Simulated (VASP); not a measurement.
# CdSiP2 (I-42d) in VASP: further runs

Aim: see how the results for CdSiP2 move with the level of theory and the settings. Levels: LDA, PBEsol, PBE. Tasks: single point.

Program: VASP 6.6.1. These are calculated values, not measurements. Logs are shortened: lines on timing, memory, paths and dates and some standing lists are left out, and cuts for length are marked.

**1. The cell of the first run**

Symmetry: I-42d, No. 122, tetragonal system. The conventional cell has a = 5.586 Å, b = 5.586 Å, c = 10.462 Å, α = 90.00°, β = 90.00°, γ = 90.00°. Within 3.3 Å of Cd (site symmetry -4) lie 4 P at 2.51 Å. Within 3.0 Å of Si (site symmetry -4) lie 4 P at 2.24 Å. Within 3.0 Å of P (site symmetry 2) lie 2 Si at 2.24 Å and 2 Cd at 2.51 Å.

**2. Single point, LDA**

File INCAR:

```
ALGO     = Normal         # electronic algorithm
EDIFF    = 1E-6           # SCF threshold, eV
ENCUT    = 500            # plane-wave cutoff, eV
GGA_COMPAT= F            
ISIF     = 2              # what is computed and relaxed
ISMEAR   = -1             # smearing method
LASPH    = T              # aspherical terms in the spheres
LCHARG   = F              # write CHGCAR
LREAL    = F              # projectors in reciprocal space
LWAVE    = F              # write WAVECAR
NBANDS   = 36             # bands
NELM     = 120            # most SCF steps
PREC     = Accurate       # precision mode
SIGMA    = 0.02           # smearing width, eV
```

File KPOINTS:

```
k-points
0
Gamma
  6 6 6
```

File POSCAR:

```
CdSiP2
1.0
   -2.7930879604      2.7930879604      5.2309316331
    2.7930879604     -2.7930879604      5.2309316331
    2.7930879604      2.7930879604     -5.2309316331
Cd Si P
2 2 4
Direct
    0.7500000000      0.2500000000      0.5000000000
    0.0000000000      0.0000000000      0.0000000000
    0.5000000000      0.5000000000      0.0000000000
    0.2500000000      0.7500000000      0.5000000000
    0.8750000000      0.8340765458      0.4590765458
    0.1659234542      0.6250000000      0.0409234542
    0.3750000000      0.4159234542      0.5409234542
    0.5840765458      0.1250000000      0.9590765458
```

Potentials or basis: VASP PAW LDA potentials, release 64 (Cd, Si, P).

The run is started by

```
$ cat potpaw_LDA.64/Cd/POTCAR potpaw_LDA.64/Si/POTCAR potpaw_LDA.64/P/POTCAR > POTCAR
$ mpirun -np 1 vasp_std > vasp.out
```

OUTCAR:

```text
EDIFF = 1E-6
   ENCUT = 500
   ISIF = 2
   ISMEAR = -1
   LASPH = T
   LREAL = F
   NELM = 120
   PREC = Accurate

 ion  position               nearest neighbor table
   1  0.750  0.250  0.500-   5 2.51   7 2.51   8 2.51   6 2.51
   2  0.000  0.000  0.000-   6 2.51   8 2.51   5 2.51   7 2.51
   3  0.500  0.500  0.000-   5 2.24   6 2.24   7 2.24   8 2.24
   4  0.250  0.750  0.500-   8 2.24   6 2.24   7 2.24   5 2.24
   5  0.875  0.834  0.459-   3 2.24   4 2.24   2 2.51   1 2.51
   6  0.166  0.625  0.041-   3 2.24   4 2.24   2 2.51   1 2.51
   7  0.375  0.416  0.541-   3 2.24   4 2.24   1 2.51   2 2.51
   8  0.584  0.125  0.959-   4 2.24   3 2.24   1 2.51   2 2.51

  LATTYP: Found a body centered tetragonal cell.
 ALAT       =     5.5861759208
 C/A-ratio  =     1.8728130683

  Lattice vectors:

 A1 = (  -2.7930879604,   2.7930879604,   5.2309316331)
 A2 = (   2.7930879604,  -2.7930879604,   5.2309316331)
 A3 = (   2.7930879604,   2.7930879604,  -5.2309316331)

Analysis of symmetry for initial positions (statically):
=====================================================================
 Subroutine PRICEL returns:
 Original cell was already a primitive cell.

 Routine SETGRP: Setting up the symmetry group for a
 body centered tetragonal supercell.

 Subroutine GETGRP returns: Found  8 space group operations
 (whereof  4 operations were pure point group operations)
 out of a pool of 16 trial point group operations.

The static configuration has the point symmetry S_4 .
 The point group associated with its full space group is D_2d.

Analysis of symmetry for dynamics (positions and initial velocities):
=====================================================================
 Subroutine PRICEL returns:
 Original cell was already a primitive cell.

 Routine SETGRP: Setting up the symmetry group for a
 body centered tetragonal supercell.

 Subroutine GETGRP returns: Found  8 space group operations
 (whereof  4 operations were pure point group operations)
 out of a pool of 16 trial point group operations.

The dynamic configuration has the point symmetry S_4 .
 The point group associated with its full space group is D_2d.

 Subroutine INISYM returns: Found  8 space group operations
 (whereof  4 operations are pure point group operations),
 and found     1 'primitive' translations

----------------------------------------------------------------------------------------

                                     Primitive cell

  volume of cell :     163.2331

  direct lattice vectors                    reciprocal lattice vectors
    -2.793087960  2.793087960  5.230931633     0.000000000  0.179013338  0.095585268
     2.793087960 -2.793087960  5.230931633     0.179013338  0.000000000  0.095585268
     2.793087960  2.793087960 -5.230931633     0.179013338  0.179013338  0.000000000

  length of vectors
     6.554794158  6.554794158  6.554794158     0.202934272  0.202934272  0.253163091

  position of ions in fractional coordinates (direct lattice)
     0.750000000  0.250000000  0.500000000
     0.000000000  0.000000000  0.000000000
     0.500000000  0.500000000  0.000000000
     0.250000000  0.750000000  0.500000000
     0.875000000  0.834076546  0.459076546
     0.165923454  0.625000000  0.040923454
     0.375000000  0.415923454  0.540923454
     0.584076546  0.125000000  0.959076546

  ion indices of the primitive-cell ions
   primitive index   ion index
                 1           1
                 2           2
                 3           3
                 4           4
                 5           5
                 6           6
                 7           7
                 8           8

----------------------------------------------------------------------------------------

 KPOINTS: k-points

Automatic generation of k-mesh.
 Grid dimensions read from file:
 generate k-points for:    6    6    6

 Generating k-lattice:

  Cartesian coordinates                     Fractional coordinates (reciprocal lattice)
     0.000000000  0.029835556  0.015930878     0.166666667  0.000000000 -0.000000000
     0.029835556  0.000000000  0.015930878     0.000000000  0.166666667 -0.000000000
     0.029835556  0.029835556  0.000000000     0.000000000  0.000000000  0.166666667

  Length of vectors
     0.033822379  0.033822379  0.042193848

  Shift w.r.t. Gamma in fractional coordinates (k-lattice)
     0.000000000  0.000000000  0.000000000

 Subroutine IBZKPT returns following result:
 ===========================================

 Found     30 irreducible k-points:

 Following reciprocal coordinates:
            Coordinates               Weight
  0.000000  0.000000  0.000000      1.000000
  0.166667  0.000000 -0.000000      8.000000
  0.333333  0.000000 -0.000000      8.000000
  0.500000  0.000000 -0.000000      4.000000
  0.166667  0.166667 -0.000000      8.000000
  0.333333  0.166667 -0.000000     16.000000
[... 16 lines left out ...]
 -0.333333 -0.333333  0.166667      8.000000
 -0.166667 -0.333333  0.166667      8.000000
 [... further k-points ...]
   k-points           NKPTS =     30   k-points in BZ     NKDIM =     30   number of bands    NBANDS=     36
   number of dos      NEDOS =    301   number of ions     NIONS =      8
   total plane-waves  NPLWV = 110592
   dimension x,y,z NGX =    48 NGY =   48 NGZ =   48
   dimension x,y,z NGXF=    96 NGYF=   96 NGZF=   96
   ions per type =               2   2   4
   NGX,Y,Z   is equivalent  to a cutoff of  12.17, 12.17, 12.17 a.u.
   NGXF,Y,Z  is equivalent  to a cutoff of  24.35, 24.35, 24.35 a.u.
 SYSTEM =  unknown system
   PREC   = accura    normal or accurate (medium, high low for compatibility)
   ISTART =      0    job   : 0-new  1-cont  2-samecut
   ICHARG =      2    charge: 1-file 2-atom 10-const
   ISPIN  =      1    spin polarized calculation?
   LNONCOLLINEAR =      F non collinear calculations
   LSORBIT =      F    spin-orbit coupling
   LASPH  =      T    aspherical Exc in radial PAW
   ENCUT  =  500.0 eV  36.75 Ry    6.06 a.u.  11.95 11.95 11.95*2*pi/ulx,y,z
   NELM   =    120;   NELMIN=  2; NELMDL= -5     # of ELM steps
   EDIFF  = 0.1E-05   stopping-criterion for ELM
   LREAL  =      F    real-space projection
   EDIFFG = 0.1E-04   stopping-criterion for IOM
   NSW    =      0    number of steps for IOM
   IBRION =     -1    ionic relax: 0-MD 1-quasi-New 2-CG
   NFREE  =      0    steps in history (QN), initial steepest desc. (CG)
   ISIF   =      2    stress and relaxation
   ISYM   =      2    0-nonsym 1-usesym 2-fastsym
   POTIM  = 0.5000    time-step for ionic-motion
   TEBEG  =    0.0;   TEEND  =   0.0 temperature during run
   PSTRESS=    0.0 pullay stress
   NELECT =      52.0000    total number of electrons
   NUPDOWN=      -1.0000    fix difference up-down
   EMIN   =  10.00;   EMAX   =-10.00  energy-range for DOS
   EFERMI =   0.00;   METHOD = LEGACY
   ISMEAR =    -1;   SIGMA  =   0.02  broadening in eV -4-tet -1-fermi 0-gaus
   EFERMI_NEDOS =   21; number of points for ismear=-14 and -15
   IALGO  =     38    algorithm
   IMIX   =      4    mixing-type and parameters
     AMIX     =   0.40;   BMIX     =  1.00
     AMIX_MAG =   1.60;   BMIX_MAG =  1.00
  volume/ion in A,a.u.               =      20.40       137.69
  Fermi-wavevector in a.u.,A,eV,Ry     =   1.118081  2.112866 17.008707  1.250105
  Thomas-Fermi vector in A             =   2.254709
   LORBIT       =      0    0 simple, 1 ext, 2 COOP (PROOUT), +10 PAW based schemes
   GGA     = CA    functional components
   LHFCALC =     F    Hartree Fock is set to
   AEXX    =    0.0000 exact exchange contribution
   IVDW    =     0    specifies the selected vdW correction
   LEPSILON=     F    determine dielectric tensor
   LRPA    =     F    only Hartree local field effects (RPA)
 non-spin polarized calculation
  energy-cutoff  :      500.00
  volume of cell :      163.23
 maximum number of plane-waves:      4174
   NGX = 23   NGY = 23   NGZ = 23

 number of electron      51.9999991 magnetization

 Free energy of the ion-electron system (eV)
  ---------------------------------------------------
  ext. energy  EPLUGINS =         0.00000000
  ---------------------------------------------------
  free energy    TOTEN  =       -40.73073309 eV

  energy without entropy =      -40.73073309  energy(sigma->0) =      -40.73073309

 E-fermi :   4.6715     XC(G=0): -10.0692

 val. band max:        4.2875770220   @ k =   0.0000   0.0000   0.0000
 cond. band min:       5.4883481172   @ k =   0.0000   0.0000   0.0000
 fundamental gap:      1.2007710951
 Fermi energy:         4.6714885608

 k-point     1 :       0.0000    0.0000    0.0000
  band No.  band energies     occupation
      1      -8.6052      2.00000
      2      -6.0722      2.00000
      3      -6.0525      2.00000
      4      -6.0525      2.00000
      5      -4.5838      2.00000
      6      -4.0767      2.00000
[... 28 lines left out ...]
     35       9.1846      0.00000
     36      10.1194      0.00000

 k-point     2 :       0.1667    0.0000   -0.0000
  band No.  band energies     occupation
      1      -8.4977      2.00000
      2      -6.2990      2.00000
      3      -6.1002      2.00000
      4      -6.0836      2.00000
      5      -4.4672      2.00000
      6      -4.0826      2.00000
[... 28 lines left out ...]
     35       9.3825      0.00000
     36       9.9217      0.00000

 k-point     3 :       0.3333    0.0000   -0.0000
  band No.  band energies     occupation
      1      -8.2123      2.00000
      2      -6.7825      2.00000
      3      -6.1836      2.00000
      4      -6.1298      2.00000
      5      -4.3154      2.00000
      6      -4.1364      2.00000
[... 28 lines left out ...]
     35       9.3326      0.00000
     36      10.1983      0.00000
[... 742 lines left out ...]
 k-point    23 :      -0.3333   -0.3333    0.1667
  band No.  band energies     occupation
      1      -8.0598      2.00000
      2      -7.0819      2.00000
      3      -6.1585      2.00000
      4      -6.1423      2.00000
      5      -4.3218      2.00000
      6      -4.1446      2.00000
[... 28 lines left out ...]
     35       9.3282      0.00000
     36      10.0766      0.00000

 k-point    24 :      -0.1667   -0.3333    0.1667
  band No.  band energies     occupation
      1      -8.2950      2.00000
      2      -6.7707      2.00000
      3      -6.1318      2.00000
      4      -6.0734      2.00000
      5      -4.3886      2.00000
      6      -4.0953      2.00000
[... 28 lines left out ...]
     35       8.9464      0.00000
     36       9.7351      0.00000

 [... further k-points ...]

------------------------ aborting loop because EDIFF is reached ----------------------------------------

  FORCE on cell =-STRESS in cart. coord.  units (eV):
  Direction    XX          YY          ZZ          XY          YZ          ZX
  --------------------------------------------------------------------------------------
  -------------------------------------------------------------------------------------
  Total        0.2751459      0.2751459      0.2191101      0.0000000     -0.0000000      0.0000000
  in kB        2.7006319      2.7006319      2.1506256      0.0000000     -0.0000000      0.0000000
  external PRESSURE =       2.5172965 kB  Pullay stress =       0.0000000 kB

 VOLUME and BASIS-vectors are now :
 -----------------------------------------------------------------------------
  energy-cutoff  :      500.00
  volume of cell :      163.23
      direct lattice vectors                 reciprocal lattice vectors
    -2.793087960  2.793087960  5.230931633     0.000000000  0.179013338  0.095585268
     2.793087960 -2.793087960  5.230931633     0.179013338  0.000000000  0.095585268
     2.793087960  2.793087960 -5.230931633     0.179013338  0.179013338  0.000000000

 POSITION                                       TOTAL-FORCE (eV/Angst)
 -----------------------------------------------------------------------------------
     -0.00000      2.79309      2.61547        -0.000000      0.000000     -0.000000
      0.00000      0.00000      0.00000         0.000000     -0.000000      0.000000
      0.00000      0.00000      5.23093         0.000000     -0.000000      0.000000
      2.79309     -0.00000      2.61547        -0.000000     -0.000000      0.000000
      1.16794      1.39654      6.53866        -0.060004     -0.000000     -0.000000
      1.39654     -1.16794      3.92320         0.000000      0.060004      0.000000
      1.62515      1.39654      1.30773         0.060004      0.000000      0.000000
      1.39654      3.96103     -1.30773        -0.000000     -0.060004     -0.000000
 -----------------------------------------------------------------------------------
    total drift:                                0.000001      0.000001      0.000000

  FREE ENERGIE OF THE ION-ELECTRON SYSTEM (eV)
  ---------------------------------------------------
  free  energy   TOTEN  =       -40.7307330874 eV

  energy  without entropy=      -40.7307330874  energy(sigma->0) =      -40.73073309
```

It took 3.7 min on 1 thread of Oxide Virtual Turin-like, shared host; peak memory 0.31 GiB.

What came out:

```yaml
Free_energy: -40.7307 eV
Pressure: 0.3 GPa
Largest_force: 0.060 eV/Å
Band_gap_on_the_k_mesh: 1.20 eV
```

Forces on the atoms (eV/Å):
```
Cd   0.000  0.000  0.000
Cd   0.000  0.000  0.000
Si   0.000  0.000  0.000
Si   0.000  0.000  0.000
P   -0.060  0.000  0.000
P    0.000  0.060  0.000
P    0.060  0.000  0.000
P    0.000 -0.060  0.000
```

A k mesh can miss the band edges.

**3. Single point, PBEsol**

This run uses another cell than the first one, of 20.91 Å³/atom.

File INCAR:

```
SYSTEM = CdSiP2
ALGO = Normal ; EDIFF = 1E-6
ENCUT = 500 ; GGA = PS
GGA_COMPAT = .False. ; ISIF = 2
ISMEAR = -1 ; LASPH = .True.
LCHARG = .False. ; LREAL = .False.
LWAVE = .False. ; NBANDS = 36
NELM = 120 ; PREC = Accurate
SIGMA = 0.02
```

File KPOINTS:

```
k-points
0
Gamma
  6 6 6
  0 0 0
```

File POSCAR:

```
CdSiP2
1.0
   -2.8220075087      2.8220075087      5.2504041426
    2.8220075087     -2.8220075087      5.2504041426
    2.8220075087      2.8220075087     -5.2504041426
Cd Si P
2 2 4
Direct
    0.7500000000      0.2500000000      0.5000000000
    0.0000000000      0.0000000000      0.0000000000
    0.5000000000      0.5000000000      0.0000000000
    0.2500000000      0.7500000000      0.5000000000
    0.8750000000      0.8323336651      0.4573336651
    0.1676663349      0.6250000000      0.0426663349
    0.3750000000      0.4176663349      0.5426663349
    0.5823336651      0.1250000000      0.9573336651
```

Potentials or basis: VASP PAW PBE potentials, release 64 (Cd, Si, P).

The run is started by

```
$ cat potpaw_PBE.64/Cd/POTCAR potpaw_PBE.64/Si/POTCAR potpaw_PBE.64/P/POTCAR > POTCAR
$ mpirun -np 1 vasp_std > vasp.out
```

Run time: 5 min. Hardware: 1 thread of Oxide Virtual Turin-like, shared host; peak memory 0.37 GiB.

Results (log left out):

| Item | Value |
| --- | --- |
| Free energy | -38.5714 eV |
| Pressure | 0.2 GPa |
| Largest force | 0.034 eV/Å |
| Band gap on the k mesh | 1.24 eV |

Forces on the atoms (eV/Å):
```
Cd   0.000  0.000  0.000
Cd   0.000  0.000  0.000
Si   0.000  0.000  0.000
Si   0.000  0.000  0.000
P   -0.034  0.000  0.000
P    0.000  0.034  0.000
P    0.034  0.000  0.000
P    0.000 -0.034  0.000
```

Levels at points of the mesh, in eV from the valence-band top:
```tsv
k point	band 22	band 23	band 24	band 25	band 26	band 27	band 28	band 29	band 30	band 31
(0.00, 0.00, 0.00)	-2.04	-2.04	-0.25	-0.25	0.00	1.24	1.93	1.97	3.27	3.27
(0.50, 0.00, 0.00)	-2.68	-1.84	-1.63	-0.99	-0.57	2.44	2.76	2.87	3.96	4.27
(0.50, 0.50, 0.00)	-1.83	-0.92	-0.92	-0.46	-0.46	1.84	1.84	2.97	2.97	3.69
(0.50, 0.50, 0.50)	-1.92	-1.89	-1.89	-0.81	-0.81	1.81	1.81	1.89	1.89	2.98
```

Caveat: the PAW data sets were made with another functional, which shifts forces and pressure a little.

**4. Single point, PBE**

This run uses another cell than the first one, of 21.24 Å³/atom.

File INCAR:

```
SYSTEM = CdSiP2
PREC = Accurate
ENCUT = 500
EDIFF = 1E-6
ISMEAR = -1
SIGMA = 0.02
LREAL = .FALSE.
LASPH = .TRUE.
NELM = 120
ALGO = Normal
ISIF = 2
LWAVE = .FALSE.
LCHARG = .FALSE.
GGA = PE
NBANDS = 36
GGA_COMPAT = .FALSE.
```

File KPOINTS:

```
regular mesh
0
G
  6 6 6
  0 0 0
```

File POSCAR:

```
CdSiP2
1.0
   -2.8468551603      2.8468551603      5.2420618463
    2.8468551603     -2.8468551603      5.2420618463
    2.8468551603      2.8468551603     -5.2420618463
Cd Si P
2 2 4
Direct
    0.7500000000      0.2500000000      0.5000000000
    0.0000000000      0.0000000000      0.0000000000
    0.5000000000      0.5000000000      0.0000000000
    0.2500000000      0.7500000000      0.5000000000
    0.8750000000      0.8288409898      0.4538409898
    0.1711590102      0.6250000000      0.0461590102
    0.3750000000      0.4211590102      0.5461590102
    0.5788409898      0.1250000000      0.9538409898
```

The run is started by

```
$ cat potpaw_PBE.64/Cd/POTCAR potpaw_PBE.64/Si/POTCAR potpaw_PBE.64/P/POTCAR > POTCAR
$ mpirun -np 1 vasp_std > vasp.out
```

Run time: 6.5 min. Hardware: 1 thread of Oxide Virtual Turin-like, shared host; peak memory 0.37 GiB.

It converged, with:

```yaml
Free_energy: -35.5694 eV
Pressure: 1.7 GPa
Largest_force: 0.020 eV/Å
Band_gap_on_the_k_mesh: 1.37 eV
```

Forces on the atoms (eV/Å):
```
Cd   0.000  0.000  0.000
Cd   0.000  0.000  0.000
Si   0.000  0.000  0.000
Si   0.000  0.000  0.000
P    0.020  0.000  0.000
P    0.000 -0.020  0.000
P   -0.020  0.000  0.000
P    0.000  0.020  0.000
```

Levels at points of the mesh, in eV from the valence-band top:
| k point | band 22 | band 23 | band 24 | band 25 | band 26 | band 27 | band 28 | band 29 | band 30 | band 31 |
| --- | --- | --- | --- | --- | --- | --- | --- | --- | --- | --- |
| (0.00, 0.00, 0.00) | -1.93 | -1.93 | -0.27 | -0.27 | 0.00 | 1.37 | 1.95 | 1.98 | 3.33 | 3.33 |
| (0.50, 0.00, 0.00) | -2.62 | -1.76 | -1.56 | -0.88 | -0.51 | 2.47 | 2.80 | 2.97 | 4.02 | 4.33 |
| (0.50, 0.50, 0.00) | -1.79 | -0.89 | -0.89 | -0.44 | -0.44 | 1.89 | 1.89 | 2.98 | 2.98 | 3.76 |
| (0.50, 0.50, 0.50) | -1.89 | -1.83 | -1.83 | -0.74 | -0.74 | 1.97 | 1.97 | 2.02 | 2.02 | 3.06 |

A k mesh can miss the band edges.

**5. Summary**

```csv
level,potentials or basis,cell,gap on the mesh (eV),pressure (GPa),largest force (eV/Å)
LDA,"VASP PAW LDA potentials, release 64 (Cd, Si, P)","a = 6.555 Å, angles 129.6, 129.6, 74.1°, 8 atoms, atomic positions A",1.20,0.3,0.06
PBEsol,"VASP PAW PBE potentials, release 64 (Cd, Si, P)","a = 6.595 Å, angles 129.3, 129.3, 74.5°, 8 atoms, atomic positions B",1.24,0.2,0.03
PBE,"VASP PAW PBE potentials, release 64 (Cd, Si, P)","a = 6.610 Å, angles 129.0, 129.0, 75.1°, 8 atoms, atomic positions C",1.37,1.7,0.02
```

Alike in all rows: task single point; no spin polarisation; k mesh 6 × 6 × 6; cutoff (eV) 500; smearing fermi-dirac 0.02 eV.

Caveats: the PAW data sets were made with another functional, which shifts forces and pressure a little (at least some runs).

Absolute energies hang on the potentials; compare differences alone.
